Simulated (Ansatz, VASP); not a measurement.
Two plane-wave programs on SrO

```
CELL_PARAMETERS angstrom
4.23559 0.00000 0.00000
-2.11779 3.66813 0.00000
0.00000 0.00000 5.10952
ATOMIC_POSITIONS crystal
Sr 0.33333 0.66667 0.93750
Sr 0.66667 0.33333 0.43750
O 0.33333 0.66667 0.43750
O 0.66667 0.33333 0.93750
```

Alike in both runs: functional PBEsol; k mesh 6 × 6 × 4; occupations fermi-dirac, width 0.01 eV; no spin polarisation.

Ansatz relaxed the structure, and its values are those at the end. VASP's run is a single point on that final structure, the one shown.

|  | VASP | Ansatz |
| --- | --- | --- |
| version | VASP 6.6.1 | Ansatz 0.2.0 |
| potentials or method | VASP PAW PBE potentials, release 64 (Sr_sv, O), cutoff 520 eV | plane waves, PAW |
| valence electrons in the cell | 32 | 32 |

|  | VASP | Ansatz | Ansatz less VASP |
| --- | --- | --- | --- |
| pressure (GPa) | 0.6 | 0.0 | -0.56 |

VASP's potentials were made for PBE, not for PBEsol.
